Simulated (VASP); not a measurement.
# Os (P6_3/mmc) in VASP: a series of runs

Runs on Os. Level: LDA. Tasks: single point, relaxation of cell and atoms.

Program: VASP 6.6.1. These are calculated values, not measurements. Logs are shortened: lines on timing, memory, paths and dates and some standing lists are left out, and cuts for length are marked.

### 1 The cell of the first run

Symmetry: P6_3/mmc, No. 194, hexagonal system. The conventional cell has a = 2.714 Å, b = 2.714 Å, c = 4.294 Å, α = 90.00°, β = 90.00°, γ = 120.00°. Within 3.5 Å of Os (site symmetry -6m2) lie 12 Os at 2.66 to 2.71 Å.

### 2 Single point, LDA

INCAR reads:

```
PREC = Accurate
ENCUT = 520
EDIFF = 1E-6
ISMEAR = 0
SIGMA = 0.05
LREAL = F
LASPH = T
NELM = 60
ALGO = Normal
ISIF = 2
LWAVE = F
LCHARG = F
NBANDS = 15
```

KPOINTS reads:

```
regular mesh
0
Gamma
  18 18 10
```

POSCAR reads:

```
Os
1.0
    2.7140417991      0.0000000000      0.0000000000
   -1.3570208996      2.3504291450      0.0000000000
    0.0000000000      0.0000000000      4.2937257168
Os
2
Direct
    0.3333333333      0.6666666667      0.7500000000
    0.6666666667      0.3333333333      0.2500000000
```

Potentials or basis: VASP PAW LDA potentials, release 64 (Os).

Started as:

```bash
cat potpaw_LDA.64/Os/POTCAR > POTCAR
mpirun -np 1 vasp_std > vasp.out
```

OUTCAR:

```text
PREC = Accurate
   ENCUT = 520
   EDIFF = 1E-6
   ISMEAR = 0
   LREAL = F
   LASPH = T
   NELM = 60
   ISIF = 2

 ion  position               nearest neighbor table
   1  0.333  0.667  0.750-   2 2.66   2 2.66   2 2.66   2 2.66   2 2.66   2 2.66
   2  0.667  0.333  0.250-   1 2.66   1 2.66   1 2.66   1 2.66   1 2.66   1 2.66

  LATTYP: Found a hexagonal cell.
 ALAT       =     2.7140417991
 C/A-ratio  =     1.5820411160

  Lattice vectors:

 A1 = (   2.7140417991,   0.0000000000,   0.0000000000)
 A2 = (  -1.3570208996,   2.3504291450,   0.0000000000)
 A3 = (   0.0000000000,   0.0000000000,   4.2937257168)

Analysis of symmetry for initial positions (statically):
=====================================================================
 Subroutine PRICEL returns:
 Original cell was already a primitive cell.

 Routine SETGRP: Setting up the symmetry group for a
 hexagonal supercell.

 Subroutine GETGRP returns: Found 24 space group operations
 (whereof 12 operations were pure point group operations)
 out of a pool of 24 trial point group operations.

The static configuration has the point symmetry D_3d.
 The point group associated with its full space group is D_6h.

Analysis of symmetry for dynamics (positions and initial velocities):
=====================================================================
 Subroutine PRICEL returns:
 Original cell was already a primitive cell.

 Routine SETGRP: Setting up the symmetry group for a
 hexagonal supercell.

 Subroutine GETGRP returns: Found 24 space group operations
 (whereof 12 operations were pure point group operations)
 out of a pool of 24 trial point group operations.

The dynamic configuration has the point symmetry D_3d.
 The point group associated with its full space group is D_6h.

 Subroutine INISYM returns: Found 24 space group operations
 (whereof 12 operations are pure point group operations),
 and found     1 'primitive' translations

----------------------------------------------------------------------------------------

                                     Primitive cell

  volume of cell :      27.3904

  direct lattice vectors                    reciprocal lattice vectors
     2.714041799  0.000000000  0.000000000     0.368454163  0.212727110  0.000000000
    -1.357020900  2.350429145  0.000000000     0.000000000  0.425454221  0.000000000
     0.000000000  0.000000000  4.293725717     0.000000000  0.000000000  0.232897969

  length of vectors
     2.714041799  2.714041799  4.293725717     0.425454221  0.425454221  0.232897969

  position of ions in fractional coordinates (direct lattice)
     0.333333333  0.666666667  0.750000000
     0.666666667  0.333333333  0.250000000

  ion indices of the primitive-cell ions
   primitive index   ion index
                 1           1
                 2           2

----------------------------------------------------------------------------------------

 KPOINTS: regular mesh

Automatic generation of k-mesh.
 Grid dimensions read from file:
 generate k-points for:   18   18   10

 Generating k-lattice:

  Cartesian coordinates                     Fractional coordinates (reciprocal lattice)
     0.020469676  0.011818173  0.000000000     0.055555556  0.000000000  0.000000000
     0.000000000  0.023636346  0.000000000     0.000000000  0.055555556  0.000000000
     0.000000000  0.000000000  0.023289797     0.000000000  0.000000000  0.100000000

  Length of vectors
     0.023636346  0.023636346  0.023289797

  Shift w.r.t. Gamma in fractional coordinates (k-lattice)
     0.000000000  0.000000000  0.000000000

 Subroutine IBZKPT returns following result:
 ===========================================

 Found    222 irreducible k-points:

 Following reciprocal coordinates:
            Coordinates               Weight
  0.000000  0.000000  0.000000      1.000000
  0.055556  0.000000  0.000000      6.000000
  0.111111  0.000000  0.000000      6.000000
  0.166667  0.000000  0.000000      6.000000
  0.222222  0.000000  0.000000      6.000000
  0.277778  0.000000  0.000000      6.000000
[... 16 lines left out ...]
  0.333333  0.111111  0.000000     12.000000
  0.388889  0.111111  0.000000     12.000000
 [... further k-points ...]
   k-points           NKPTS =    222   k-points in BZ     NKDIM =    222   number of bands    NBANDS=     15
   number of dos      NEDOS =    301   number of ions     NIONS =      2
   total plane-waves  NPLWV =  12800
   dimension x,y,z NGX =    20 NGY =   20 NGZ =   32
   dimension x,y,z NGXF=    40 NGYF=   40 NGZF=   64
   ions per type =               2
   NGX,Y,Z   is equivalent  to a cutoff of  12.25, 12.25, 12.39 a.u.
   NGXF,Y,Z  is equivalent  to a cutoff of  24.50, 24.50, 24.78 a.u.
 SYSTEM =  unknown system
   PREC   = accura    normal or accurate (medium, high low for compatibility)
   ISTART =      0    job   : 0-new  1-cont  2-samecut
   ICHARG =      2    charge: 1-file 2-atom 10-const
   ISPIN  =      1    spin polarized calculation?
   LNONCOLLINEAR =      F non collinear calculations
   LSORBIT =      F    spin-orbit coupling
   LASPH  =      T    aspherical Exc in radial PAW
   ENCUT  =  520.0 eV  38.22 Ry    6.18 a.u.   5.05  5.05  7.98*2*pi/ulx,y,z
   NELM   =     60;   NELMIN=  2; NELMDL= -5     # of ELM steps
   EDIFF  = 0.1E-05   stopping-criterion for ELM
   LREAL  =      F    real-space projection
   EDIFFG = 0.1E-04   stopping-criterion for IOM
   NSW    =      0    number of steps for IOM
   IBRION =     -1    ionic relax: 0-MD 1-quasi-New 2-CG
   NFREE  =      0    steps in history (QN), initial steepest desc. (CG)
   ISIF   =      2    stress and relaxation
   ISYM   =      2    0-nonsym 1-usesym 2-fastsym
   POTIM  = 0.5000    time-step for ionic-motion
   TEBEG  =    0.0;   TEEND  =   0.0 temperature during run
   PSTRESS=    0.0 pullay stress
   NELECT =      16.0000    total number of electrons
   NUPDOWN=      -1.0000    fix difference up-down
   EMIN   =  10.00;   EMAX   =-10.00  energy-range for DOS
   EFERMI =   0.00;   METHOD = LEGACY
   ISMEAR =     0;   SIGMA  =   0.05  broadening in eV -4-tet -1-fermi 0-gaus
   EFERMI_NEDOS =   21; number of points for ismear=-14 and -15
   IALGO  =     38    algorithm
   IMIX   =      4    mixing-type and parameters
     AMIX     =   0.40;   BMIX     =  1.00
     AMIX_MAG =   1.60;   BMIX_MAG =  1.00
  volume/ion in A,a.u.               =      13.70        92.42
  Fermi-wavevector in a.u.,A,eV,Ry     =   1.368513  2.586114 25.481358  1.872827
  Thomas-Fermi vector in A             =   2.494470
   LORBIT       =      0    0 simple, 1 ext, 2 COOP (PROOUT), +10 PAW based schemes
   GGA     = CA    functional components
   LHFCALC =     F    Hartree Fock is set to
   AEXX    =    0.0000 exact exchange contribution
   IVDW    =     0    specifies the selected vdW correction
   LEPSILON=     F    determine dielectric tensor
   LRPA    =     F    only Hartree local field effects (RPA)
 non-spin polarized calculation
 Gauss-broadening in eV      SIGMA  =   0.05
  energy-cutoff  :      520.00
  volume of cell :       27.39
 maximum number of plane-waves:       756
   NGX = 11   NGY = 11   NGZ = 15

 number of electron      15.9999998 magnetization

 Free energy of the ion-electron system (eV)
  ---------------------------------------------------
  ext. energy  EPLUGINS =         0.00000000
  ---------------------------------------------------
  free energy    TOTEN  =       -25.30363496 eV

  energy without entropy =      -25.30184577  energy(sigma->0) =      -25.30274037

 E-fermi :   9.7093     XC(G=0): -14.3001

 val. band max:        9.6978581786   @ k =   0.2222   0.0556   0.3000
 cond. band min:       9.7226829707   @ k =   0.2778   0.0000   0.1000
 fundamental gap:      0.0248247921
 Fermi energy:         9.7092702033

 k-point     1 :       0.0000    0.0000    0.0000
  band No.  band energies     occupation
      1      -1.3378      2.00000
      2       1.7533      2.00000
      3       6.5537      2.00000
      4       6.5537      2.00000
      5       6.7975      2.00000
      6       7.4187      2.00000
      7       7.4187      2.00000
      8       8.1094      2.00000
      9       8.1094      2.00000
     10       9.8535      0.00005
     11      11.4499      0.00000
     12      11.4499      0.00000
     13      19.0357      0.00000
     14      23.8381      0.00000
     15      26.5428      0.00000

 k-point     2 :       0.0556    0.0000    0.0000
  band No.  band energies     occupation
      1      -1.2089      2.00000
      2       1.8684      2.00000
      3       6.2561      2.00000
      4       6.6675      2.00000
      5       7.0602      2.00000
      6       7.3403      2.00000
      7       7.5252      2.00000
      8       7.9546      2.00000
      9       8.0157      2.00000
     10       9.2029      2.00000
     11      11.5159      0.00000
     12      12.2868      0.00000
     13      19.0281      0.00000
     14      24.1092      0.00000
     15      26.7134      0.00000

 k-point     3 :       0.1111    0.0000    0.0000
  band No.  band energies     occupation
      1      -0.8331      2.00000
      2       2.1904      2.00000
      3       5.8257      2.00000
      4       7.0044      2.00000
      5       7.0985      2.00000
      6       7.3448      2.00000
      7       7.4667      2.00000
      8       7.7679      2.00000
      9       7.8399      2.00000
     10       8.5137      2.00000
     11      11.6834      0.00000
     12      13.6887      0.00000
     13      18.9832      0.00000
     14      24.8515      0.00000
     15      27.1608      0.00000

 k-point     4 :       0.1667    0.0000    0.0000
  band No.  band energies     occupation
      1      -0.2460      2.00000
      2       2.6319      2.00000
      3       5.4203      2.00000
      4       6.3975      2.00000
      5       6.8238      2.00000
      6       7.4342      2.00000
      7       7.5511      2.00000
      8       7.9396      2.00000
      9       8.1453      2.00000
     10       8.3472      2.00000
     11      11.8914      0.00000
     12      15.1977      0.00000
     13      18.8646      0.00000
     14      25.6788      0.00000
     15      27.3857      0.00000
[... 307 lines left out ...]
 k-point    22 :       0.2778    0.1111    0.0000
  band No.  band energies     occupation
      1       2.2498      2.00000
      2       3.2026      2.00000
      3       3.9084      2.00000
      4       5.2049      2.00000
      5       6.1663      2.00000
      6       6.9664      2.00000
      7       7.4675      2.00000
      8       9.6289      1.97695
      9      10.5858      0.00000
     10      11.6446      0.00000
     11      12.2074      0.00000
     12      18.4685      0.00000
     13      20.1903      0.00000
     14      20.8291      0.00000
     15      22.9236      0.00000

 k-point    23 :       0.3333    0.1111    0.0000
  band No.  band energies     occupation
      1       2.6591      2.00000
      2       2.9640      2.00000
      3       3.4594      2.00000
      4       5.7070      2.00000
      5       6.0516      2.00000
      6       7.2126      2.00000
      7       7.4012      2.00000
      8      10.4948      0.00000
      9      11.3338      0.00000
     10      12.2621      0.00000
     11      12.7266      0.00000
     12      18.4700      0.00000
     13      19.0592      0.00000
     14      21.3997      0.00000
     15      21.5234      0.00000

 k-point    24 :       0.3889    0.1111    0.0000
  band No.  band energies     occupation
      1       2.7385      2.00000
      2       2.8948      2.00000
      3       3.1842      2.00000
      4       5.9971      2.00000
      5       6.1937      2.00000
      6       7.0335      2.00000
      7       7.7330      2.00000
      8      11.3471      0.00000
      9      11.7997      0.00000
     10      12.2925      0.00000
     11      13.7816      0.00000
     12      16.8973      0.00000
     13      19.3709      0.00000
     14      20.4502      0.00000
     15      22.2763      0.00000

 [... further k-points ...]
[... 5 lines left out ...]
  --------------------------------------------------------------------------------------
  -------------------------------------------------------------------------------------
  Total        0.1918113      0.1918113      0.1710409     -0.0000000     -0.0000000      0.0000000
  in kB       11.2198431     11.2198431     10.0048954     -0.0000000     -0.0000000      0.0000000
  external PRESSURE =      10.8148605 kB  Pullay stress =       0.0000000 kB

 VOLUME and BASIS-vectors are now :
 -----------------------------------------------------------------------------
  energy-cutoff  :      520.00
  volume of cell :       27.39
      direct lattice vectors                 reciprocal lattice vectors
     2.714041799  0.000000000  0.000000000     0.368454163  0.212727110  0.000000000
    -1.357020900  2.350429145  0.000000000     0.000000000  0.425454221  0.000000000
     0.000000000  0.000000000  4.293725717     0.000000000  0.000000000  0.232897969

 POSITION                                       TOTAL-FORCE (eV/Angst)
 -----------------------------------------------------------------------------------
     -0.00000      1.56695      3.22029        -0.000000      0.000000      0.000000
      1.35702      0.78348      1.07343         0.000000     -0.000000      0.000000
 -----------------------------------------------------------------------------------
    total drift:                                0.000000     -0.000000     -0.000000

  FREE ENERGIE OF THE ION-ELECTRON SYSTEM (eV)
  ---------------------------------------------------
  free  energy   TOTEN  =       -25.3036349636 eV

  energy  without entropy=      -25.3018457723  energy(sigma->0) =      -25.30274037
```

Wall time 98 s (1 thread of Oxide Virtual Turin-like, shared host); peak memory 0.15 GiB.

What came out:

- Free energy: -25.3036 eV
- Pressure: 1.1 GPa
- Band gap on the k mesh: zero (band 8 reaches 11.83 eV, above the bottom of band 9 at 7.75 eV)

Caveat: spin-orbit coupling is left out, which moves the levels of the heavy elements.

### 3 Relaxation of cell and atoms, LDA

This run uses another cell than the first one, of 14.06 Å³/atom, 1.027 times its volume.

INCAR reads:

```
SYSTEM = Os
PREC = Accurate
ENCUT = 600
EDIFF = 1E-7
ISMEAR = 0
SIGMA = 0.05
LREAL = .FALSE.
LASPH = .TRUE.
NELM = 100
ALGO = Normal
ISIF = 3
LWAVE = .FALSE.
LCHARG = .FALSE.
IBRION = 2
NSW = 80
EDIFFG = -0.01
```

KPOINTS reads:

```
Automatic mesh
0
G
  18 18 10
  0 0 0
```

POSCAR reads:

```
Os
1.0
    2.7400000000      0.0000000000      0.0000000000
   -1.3700000000      2.3729096064      0.0000000000
    0.0000000000      0.0000000000      4.3264600000
Os
2
Direct
    0.3333333333      0.6666666667      0.7500000000
    0.6666666667      0.3333333333      0.2500000000
```

Potentials or basis: VASP PAW LDA potentials, release 64 (Os).

Started as:

```bash
cat potpaw_LDA.64/Os/POTCAR > POTCAR
mpirun -np 1 vasp_std > vasp.out
```

Wall time 7.9 min (1 thread of Oxide Virtual Turin-like, shared host); peak memory 0.18 GiB.

The run converged. Its results:

| Property | Result |
| --- | --- |
| Free energy | -25.3086 eV |
| Relaxed volume | 13.74 Å³/atom |
| Relaxed cell | a = 2.717 Å, b = 2.717 Å, c = 4.297 Å, α = 90.00°, β = 90.00°, γ = 120.00° |
| Space group after relaxing (to 0.05 Å) | P6_3/mmc (No. 194) |
| Energy gained by relaxing | 10.7 meV/atom |
| Ionic steps | 9 |
| Pressure after relaxing | 0.0 GPa |
| Band gap on the k mesh | zero (band 8 reaches 11.77 eV, above the bottom of band 9 at 7.71 eV) |

The path:
| step | energy change (eV) | largest force (eV/Å) | pressure (GPa) | volume (Å³) |
| --- | --- | --- | --- | --- |
| 1 | 0.0000 | 0.0000 | -10.16 | 28.13 |
| 2 | 0.4862 | 0.0000 | 63.99 | 24.65 |
| 3 | -0.0213 | 0.0000 | -0.56 | 27.51 |
| 4 | -0.0213 | 0.0000 | -0.08 | 27.48 |
| 5 | -0.0213 | 0.0000 | 0.14 | 27.46 |
| 6 | -0.0213 | 0.0000 | 0.14 | 27.46 |
| 7 | -0.0214 | 0.0000 | 0.14 | 27.46 |
| 8 | -0.0213 | 0.0000 | -0.45 | 27.50 |
| 9 | -0.0214 | 0.0000 | 0.00 | 27.47 |

Final structure:
```yaml
crystal:
  lattice:
    - [2.71700, 0.00000, 0.00000]
    - [-1.35850, 2.35299, 0.00000]
    - [0.00000, 0.00000, 4.29704]
  atoms:
    - { symbol: Os, position: [0.33333, 0.66667, 0.75000] }
    - { symbol: Os, position: [0.66667, 0.33333, 0.25000] }
```

Levels at points of the mesh, in eV from the Fermi level:
```
           k point  band 5  band 6  band 7  band 8  band 9  band 10  band 11  band 12
(0.00, 0.00, 0.00)   -2.90   -2.28   -2.28   -1.60   -1.60     0.15     1.73     1.73
(0.50, 0.00, 0.00)   -2.87   -2.61   -1.92    2.11    2.68     2.80     4.57     5.90
(0.00, 0.00, 0.50)   -3.34   -3.34   -3.34   -3.34    0.92     0.92     0.92     0.92
(0.50, 0.00, 0.50)   -1.23   -1.23   -0.08   -0.08    2.45     2.45     3.43     3.43
```

Caveat: spin-orbit coupling is left out, which moves the levels of the heavy elements.
